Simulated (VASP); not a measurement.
# Al (Immm) in VASP: a series of runs

Al is run at these levels: PBE; tasks: single point.

Everything below comes from runs of VASP 6.6.1. Logs are shortened: lines on timing, memory, paths and dates and some standing lists are left out, and cuts for length are marked.

## 1. The cell of the first run

The structure is orthorhombic, space group Immm (No. 71). The conventional cell has a = 2.701 Å, b = 3.023 Å, c = 4.048 Å, α = 90.00°, β = 90.00°, γ = 90.00°. Within 3.6 Å of Al (site symmetry mmm) lie 12 Al at 2.70 to 3.02 Å.

## 2. Single point, PBE (strain +0.1125 x Voigt [0, 0, 0, 0, 1, 0])

File INCAR:

```
SYSTEM = Al
ALGO = Normal
EDIFF = 1E-6
ENCUT = 520
GGA = PE
ISIF = 2
ISMEAR = 0
LASPH = .TRUE.
LCHARG = .FALSE.
LREAL = .FALSE.
LWAVE = .FALSE.
NBANDS = 8
NELM = 100
PREC = Accurate
SIGMA = 0.15
```

File KPOINTS:

```
k-points
0
G
  20 20 20
  0 0 0
```

File POSCAR:

```
Al
1.0
    0.1138488750      2.0239800000      2.0239800000
    2.1378288750      0.0000000000      2.1378288750
    2.0239800000      2.0239800000      0.1138488750
Al
1
Direct
    0.0000000000      0.0000000000      0.0000000000
```

Potentials or basis: VASP PAW PBE potentials, release 64 (Al).

On the command line:

```bash
$ cat potpaw_PBE.64/Al/POTCAR > POTCAR
$ mpirun -np 1 vasp_std > vasp.out
```

OUTCAR:

```text
SYSTEM = Al
   EDIFF = 1E-6
   ENCUT = 520
   GGA = PE
   ISIF = 2
   ISMEAR = 0
   LASPH = .TRUE.
   LREAL = .FALSE.
   NELM = 100
   PREC = Accurate

 ion  position               nearest neighbor table
   1  0.000  0.000  0.000-

  LATTYP: Found a body centered orthorhombic cell.
 ALAT       =     2.7013333429
 B/A-ratio  =     1.1192052980
 C/A-ratio  =     1.4985044370

  Lattice vectors:

 A1 = (   0.1138488750,  -2.0239800000,   2.0239800000)
 A2 = (  -0.1138488750,  -2.0239800000,  -2.0239800000)
 A3 = (   2.0239800000,   2.0239800000,   0.1138488750)

Analysis of symmetry for initial positions (statically):
=====================================================================
 Subroutine PRICEL returns:
 Original cell was already a primitive cell.

 Routine SETGRP: Setting up the symmetry group for a
 body centered orthorhombic supercell.

 Subroutine GETGRP returns: Found  8 space group operations
 (whereof  8 operations were pure point group operations)
 out of a pool of  8 trial point group operations.

The static configuration has the point symmetry D_2h.

Analysis of symmetry for dynamics (positions and initial velocities):
=====================================================================
 Subroutine PRICEL returns:
 Original cell was already a primitive cell.

 Routine SETGRP: Setting up the symmetry group for a
 body centered orthorhombic supercell.

 Subroutine GETGRP returns: Found  8 space group operations
 (whereof  8 operations were pure point group operations)
 out of a pool of  8 trial point group operations.

The dynamic configuration has the point symmetry D_2h.

 Subroutine INISYM returns: Found  8 space group operations
 (whereof  8 operations are pure point group operations),
 and found     1 'primitive' translations

----------------------------------------------------------------------------------------

                                     Primitive cell

  volume of cell :      16.5300

  direct lattice vectors                    reciprocal lattice vectors
     0.113848875  2.023980000  2.023980000    -0.261762134  0.247038014  0.261762134
     2.137828875  0.000000000  2.137828875     0.233882144 -0.247038014  0.233882144
     2.023980000  2.023980000  0.113848875     0.261762134  0.247038014 -0.261762134

  length of vectors
     2.864603227  3.023346589  2.864603227     0.445046751  0.412831073  0.445046751

  position of ions in fractional coordinates (direct lattice)
     0.000000000  0.000000000  0.000000000

  ion indices of the primitive-cell ions
   primitive index   ion index
                 1           1

----------------------------------------------------------------------------------------

 KPOINTS: k-points

Automatic generation of k-mesh.
 Grid dimensions read from file:
 generate k-points for:   20   20   20

 Generating k-lattice:

  Cartesian coordinates                     Fractional coordinates (reciprocal lattice)
    -0.013088107  0.012351901  0.013088107     0.050000000  0.000000000 -0.000000000
     0.011694107 -0.012351901  0.011694107     0.000000000  0.050000000  0.000000000
     0.013088107  0.012351901 -0.013088107    -0.000000000  0.000000000  0.050000000

  Length of vectors
     0.022252338  0.020641554  0.022252338

  Shift w.r.t. Gamma in fractional coordinates (k-lattice)
     0.000000000  0.000000000  0.000000000

 Subroutine IBZKPT returns following result:
 ===========================================

 Found   1166 irreducible k-points:

 Following reciprocal coordinates:
            Coordinates               Weight
  0.000000  0.000000  0.000000      1.000000
  0.050000  0.000000  0.000000      4.000000
  0.100000  0.000000  0.000000      4.000000
  0.150000  0.000000  0.000000      4.000000
  0.200000  0.000000  0.000000      4.000000
  0.250000  0.000000  0.000000      4.000000
[... 16 lines left out ...]
 -0.450000  0.050000 -0.000000      8.000000
 -0.400000  0.050000  0.000000      8.000000
 [... further k-points ...]
   k-points           NKPTS =   1166   k-points in BZ     NKDIM =   1166   number of bands    NBANDS=      8
   number of dos      NEDOS =    301   number of ions     NIONS =      1
   total plane-waves  NPLWV =  13824
   dimension x,y,z NGX =    24 NGY =   24 NGZ =   24
   dimension x,y,z NGXF=    48 NGYF=   48 NGZF=   48
   ions per type =               1
   NGX,Y,Z   is equivalent  to a cutoff of  13.93, 13.20, 13.93 a.u.
   NGXF,Y,Z  is equivalent  to a cutoff of  27.86, 26.39, 27.86 a.u.
 SYSTEM =  Al
   PREC   = accura    normal or accurate (medium, high low for compatibility)
   ISTART =      0    job   : 0-new  1-cont  2-samecut
   ICHARG =      2    charge: 1-file 2-atom 10-const
   ISPIN  =      1    spin polarized calculation?
   LNONCOLLINEAR =      F non collinear calculations
   LSORBIT =      F    spin-orbit coupling
   LASPH  =      T    aspherical Exc in radial PAW
   ENCUT  =  520.0 eV  38.22 Ry    6.18 a.u.   5.33  5.62  5.33*2*pi/ulx,y,z
   NELM   =    100;   NELMIN=  2; NELMDL= -5     # of ELM steps
   EDIFF  = 0.1E-05   stopping-criterion for ELM
   LREAL  =      F    real-space projection
   EDIFFG = 0.1E-04   stopping-criterion for IOM
   NSW    =      0    number of steps for IOM
   IBRION =     -1    ionic relax: 0-MD 1-quasi-New 2-CG
   NFREE  =      0    steps in history (QN), initial steepest desc. (CG)
   ISIF   =      2    stress and relaxation
   ISYM   =      2    0-nonsym 1-usesym 2-fastsym
   POTIM  = 0.5000    time-step for ionic-motion
   TEBEG  =    0.0;   TEEND  =   0.0 temperature during run
   PSTRESS=    0.0 pullay stress
   NELECT =       3.0000    total number of electrons
   NUPDOWN=      -1.0000    fix difference up-down
   EMIN   =  10.00;   EMAX   =-10.00  energy-range for DOS
   EFERMI =   0.00;   METHOD = LEGACY
   ISMEAR =     0;   SIGMA  =   0.15  broadening in eV -4-tet -1-fermi 0-gaus
   EFERMI_NEDOS =   21; number of points for ismear=-14 and -15
   IALGO  =     38    algorithm
   IMIX   =      4    mixing-type and parameters
     AMIX     =   0.40;   BMIX     =  1.00
     AMIX_MAG =   1.60;   BMIX_MAG =  1.00
  volume/ion in A,a.u.               =      16.53       111.55
  Fermi-wavevector in a.u.,A,eV,Ry     =   0.926882  1.751553 11.688906  0.859110
  Thomas-Fermi vector in A             =   2.052892
   LORBIT       =      0    0 simple, 1 ext, 2 COOP (PROOUT), +10 PAW based schemes
   GGA     = PE    functional components
   LHFCALC =     F    Hartree Fock is set to
   AEXX    =    0.0000 exact exchange contribution
   IVDW    =     0    specifies the selected vdW correction
   LEPSILON=     F    determine dielectric tensor
   LRPA    =     F    only Hartree local field effects (RPA)
 non-spin polarized calculation
 Gauss-broadening in eV      SIGMA  =   0.15
  energy-cutoff  :      520.00
  volume of cell :       16.53
 maximum number of plane-waves:       460
 NGX is ok and might be reduce to    24
   NGX = 11   NGY = 11   NGZ = 11

 number of electron       3.0000000 magnetization

 Free energy of the ion-electron system (eV)
  ---------------------------------------------------
  ext. energy  EPLUGINS =         0.00000000
  ---------------------------------------------------
  free energy    TOTEN  =        -3.72546733 eV

  energy without entropy =       -3.72123542  energy(sigma->0) =       -3.72335137

 E-fermi :   7.9823     XC(G=0): -10.1848

 val. band max:        7.9791239965   @ k =   0.4000  -0.1500   0.3500
 cond. band min:       7.9842159488   @ k =   0.4000  -0.4000   0.1000
 fundamental gap:      0.0050919523
 Fermi energy:         7.9822678208

 k-point     1 :       0.0000    0.0000    0.0000
  band No.  band energies     occupation
      1      -3.1481      2.00000
      2      18.9225      0.00000
      3      20.2179      0.00000
      4      20.2638      0.00000
      5      20.9626      0.00000
      6      22.4851      0.00000
      7      24.1000      0.00000
      8      25.7390      0.00000

 k-point     2 :       0.0500    0.0000    0.0000
  band No.  band energies     occupation
      1      -3.0748      2.00000
      2      18.6188      0.00000
      3      19.7445      0.00000
      4      20.6458      0.00000
      5      20.8818      0.00000
      6      21.9227      0.00000
      7      24.2620      0.00000
      8      26.6655      0.00000

 k-point     3 :       0.1000    0.0000    0.0000
  band No.  band energies     occupation
      1      -2.8553      2.00000
      2      18.1323      0.00000
      3      18.4387      0.00000
      4      19.8865      0.00000
      5      21.5005      0.00000
      6      22.1452      0.00000
      7      24.4849      0.00000
      8      25.9392      0.00000

 k-point     4 :       0.1500    0.0000    0.0000
  band No.  band energies     occupation
      1      -2.4900      2.00000
      2      16.5136      0.00000
      3      17.7090      0.00000
      4      19.2589      0.00000
      5      22.2785      0.00000
      6      22.5005      0.00000
      7      24.7044      0.00000
      8      24.7354      0.00000

 k-point     5 :       0.2000    0.0000    0.0000
  band No.  band energies     occupation
      1      -1.9804      2.00000
      2      14.4805      0.00000
      3      17.3931      0.00000
      4      18.8480      0.00000
      5      22.1900      0.00000
      6      23.0105      0.00000
      7      23.7851      0.00000
      8      24.1408      0.00000
[... 177 lines left out ...]
 k-point    22 :       0.5000    0.0500    0.0000
  band No.  band energies     occupation
      1       3.5427      2.00000
      2       4.6012      2.00000
      3      16.8980      0.00000
      4      17.6959      0.00000
      5      19.1843      0.00000
      6      20.1256      0.00000
      7      22.7759      0.00000
      8      23.5722      0.00000

 k-point    23 :      -0.4500    0.0500   -0.0000
  band No.  band energies     occupation
      1       3.0832      2.00000
      2       5.1083      2.00000
      3      16.4748      0.00000
      4      18.1161      0.00000
      5      19.3839      0.00000
      6      19.9354      0.00000
      7      23.0241      0.00000
      8      23.4716      0.00000

 k-point    24 :      -0.4000    0.0500    0.0000
  band No.  band energies     occupation
      1       1.8676      2.00000
      2       6.6241      2.00000
      3      16.1482      0.00000
      4      18.6087      0.00000
      5      19.3769      0.00000
      6      20.2782      0.00000
      7      22.8586      0.00000
      8      24.0322      0.00000

 [... further k-points ...]

------------------------ aborting loop because EDIFF is reached ----------------------------------------

  FORCE on cell =-STRESS in cart. coord.  units (eV):
  Direction    XX          YY          ZZ          XY          YZ          ZX
  --------------------------------------------------------------------------------------
  -------------------------------------------------------------------------------------
  Total        0.1373727     -0.0264219      0.1373727      0.0000000      0.0000000     -0.4424341
  in kB       13.3149221     -2.5609537     13.3149221      0.0000000      0.0000000    -42.8831624
  external PRESSURE =       8.0229635 kB  Pullay stress =       0.0000000 kB

 VOLUME and BASIS-vectors are now :
 -----------------------------------------------------------------------------
  energy-cutoff  :      520.00
  volume of cell :       16.53
      direct lattice vectors                 reciprocal lattice vectors
     0.113848875  2.023980000  2.023980000    -0.261762134  0.247038014  0.261762134
     2.137828875  0.000000000  2.137828875     0.233882144 -0.247038014  0.233882144
     2.023980000  2.023980000  0.113848875     0.261762134  0.247038014 -0.261762134

 POSITION                                       TOTAL-FORCE (eV/Angst)
 -----------------------------------------------------------------------------------
      0.00000      0.00000      0.00000        -0.000000     -0.000000     -0.000000
 -----------------------------------------------------------------------------------
    total drift:                               -0.000000      0.000000      0.000000

  FREE ENERGIE OF THE ION-ELECTRON SYSTEM (eV)
  ---------------------------------------------------
  free  energy   TOTEN  =        -3.7254673257 eV

  energy  without entropy=       -3.7212354218  energy(sigma->0) =       -3.72335137
```

Run time: 1.9 min. Hardware: 1 thread of Intel Xeon 8259CL, shared host; peak memory 0.24 GiB.

What came out:

| Item | Value |
| --- | --- |
| Free energy | -3.7255 eV |
| Pressure | 0.8 GPa |
| Band gap on the k mesh | zero (an odd number of electrons rules out a gap without spin polarisation) |

Levels at points of the mesh, in eV from the Fermi level:
| k point | band 1 | band 2 | band 3 | band 4 |
| --- | --- | --- | --- | --- |
| (0.00, 0.00, 0.00) | -11.13 | 10.94 | 12.24 | 12.28 |
| (0.50, 0.00, 0.00) | -4.27 | -3.66 | 10.02 | 10.18 |
| (0.00, 0.50, 0.00) | -5.05 | -4.87 | 11.08 | 11.54 |
| (0.50, 0.50, 0.00) | -2.90 | -1.53 | 5.28 | 5.63 |
| (0.50, 0.00, 0.50) | -2.94 | -1.66 | 3.70 | 4.63 |

Caveat: the cell differs from its parent crystal (strain +0.1125 x Voigt [0, 0, 0, 0, 1, 0]).

## 3. Single point, PBE (strain +0.1312 x Voigt [0, 0, 0, 0, 1, 0])

File INCAR:

```
ALGO = Fast
EDIFF = 1E-6
ENCUT = 520
GGA = PE
ISIF = 2
ISMEAR = 0
LASPH = T
LCHARG = T
LELF = T
LREAL = F
LVHAR = T
LWAVE = F
NBANDS = 8
NELM = 100
PREC = Accurate
SIGMA = 0.15
```

File KPOINTS:

```
k-points
0
Gamma
  20 20 20
```

File POSCAR:

```
Al
1.0
    0.1327730880      2.0239800000      2.0239800000
    2.1567530880      0.0000000000      2.1567530880
    2.0239800000      2.0239800000      0.1327730880
Al
1
Direct
    0.0000000000      0.0000000000      0.0000000000
```

Potentials or basis: VASP PAW PBE potentials, release 64 (Al).

On the command line:

```bash
$ cat potpaw_PBE.64/Al/POTCAR > POTCAR
$ mpirun -np 1 vasp_std > vasp.out
```

OUTCAR:

```text
EDIFF = 1E-6
   ENCUT = 520
   GGA = PE
   ISIF = 2
   ISMEAR = 0
   LASPH = T
   LREAL = F
   NELM = 100
   PREC = Accurate

 ion  position               nearest neighbor table
   1  0.000  0.000  0.000-

  LATTYP: Found a body centered orthorhombic cell.
 ALAT       =     2.6745704642
 B/A-ratio  =     1.1404109589
 C/A-ratio  =     1.5134991036

  Lattice vectors:

 A1 = (   0.1327730880,  -2.0239800000,   2.0239800000)
 A2 = (  -0.1327730880,  -2.0239800000,  -2.0239800000)
 A3 = (   2.0239800000,   2.0239800000,   0.1327730880)

Analysis of symmetry for initial positions (statically):
=====================================================================
 Subroutine PRICEL returns:
 Original cell was already a primitive cell.

 Routine SETGRP: Setting up the symmetry group for a
 body centered orthorhombic supercell.

 Subroutine GETGRP returns: Found  8 space group operations
 (whereof  8 operations were pure point group operations)
 out of a pool of  8 trial point group operations.

The static configuration has the point symmetry D_2h.

[... 163 lines left out ...]
 cond. band min:       7.9913058115   @ k =   0.4500   0.0000   0.1500
 fundamental gap:      0.0071955327
 Fermi energy:         7.9899383028

 k-point     1 :       0.0000    0.0000    0.0000
  band No.  band energies     occupation
      1      -3.1467      2.00000
      2      18.6814      0.00000
      3      19.9499      0.00000
      4      20.1723      0.00000
      5      20.7142      0.00000
      6      22.8453      0.00000
      7      24.4879      0.00000
      8      26.1074      0.00000
[... 243 lines left out ...]
 k-point    24 :      -0.4000    0.0500    0.0000
  band No.  band energies     occupation
      1       1.9278      2.00000
      2       6.7649      2.00000
      3      15.9674      0.00000
      4      18.4994      0.00000
      5      19.2608      0.00000
      6      20.2975      0.00000
      7      22.8738      0.00000
      8      23.9753      0.00000

 [... further k-points ...]

------------------------ aborting loop because EDIFF is reached ----------------------------------------

  FORCE on cell =-STRESS in cart. coord.  units (eV):
  Direction    XX          YY          ZZ          XY          YZ          ZX
  --------------------------------------------------------------------------------------
  -------------------------------------------------------------------------------------
  Total        0.2009072     -0.0057106      0.2009072      0.0000000      0.0000000     -0.5410948
  in kB       19.4953250     -0.5541328     19.4953250      0.0000000      0.0000000    -52.5059136
  external PRESSURE =      12.8121724 kB  Pullay stress =       0.0000000 kB

 VOLUME and BASIS-vectors are now :
 -----------------------------------------------------------------------------
  energy-cutoff  :      520.00
  volume of cell :       16.51
      direct lattice vectors                 reciprocal lattice vectors
     0.132773088  2.023980000  2.023980000    -0.264381436  0.247038014  0.264381436
     2.156753088  0.000000000  2.156753088     0.231829968 -0.247038014  0.231829968
     2.023980000  2.023980000  0.132773088     0.264381436  0.247038014 -0.264381436

 POSITION                                       TOTAL-FORCE (eV/Angst)
 -----------------------------------------------------------------------------------
      0.00000      0.00000      0.00000         0.000000      0.000000     -0.000000
 -----------------------------------------------------------------------------------
    total drift:                               -0.000000      0.000000      0.000000

  FREE ENERGIE OF THE ION-ELECTRON SYSTEM (eV)
  ---------------------------------------------------
  free  energy   TOTEN  =        -3.7159805771 eV

  energy  without entropy=       -3.7113792192  energy(sigma->0) =       -3.71367990
```

stdout:

```text
POSCAR found type information on POSCAR Al
 POSCAR found :  1 types and       1 ions
 scaLAPACK will be used
 LDA part: xc-table for (Slater+PW92), standard interpolation
 POSCAR, INCAR and KPOINTS ok, starting setup
 FFT: planning ... GRIDC
 FFT: planning ... GRID_SOFT
 FFT: planning ... GRID
 WAVECAR not read
 entering main loop
```

Wall time 1.9 min (1 thread of Intel Xeon 8259CL, shared host); peak memory 0.25 GiB.

Results:

```
Free energy            : -3.7160 eV
Pressure               : 1.3 GPa
Band gap on the k mesh : zero (an odd number of electrons rules out a gap without spin polarisation)
```

Levels at points of the mesh, in eV from the Fermi level:
| k point | band 1 | band 2 | band 3 | band 4 |
| --- | --- | --- | --- | --- |
| (0.00, 0.00, 0.00) | -11.14 | 10.69 | 11.96 | 12.18 |
| (0.50, 0.00, 0.00) | -4.22 | -3.54 | 9.81 | 10.02 |
| (0.00, 0.50, 0.00) | -5.16 | -4.91 | 11.03 | 11.53 |
| (0.50, 0.50, 0.00) | -2.89 | -1.50 | 5.29 | 5.66 |
| (0.50, 0.00, 0.50) | -2.94 | -1.67 | 3.41 | 4.45 |

Caveat: the cell differs from its parent crystal (strain +0.1312 x Voigt [0, 0, 0, 0, 1, 0]).
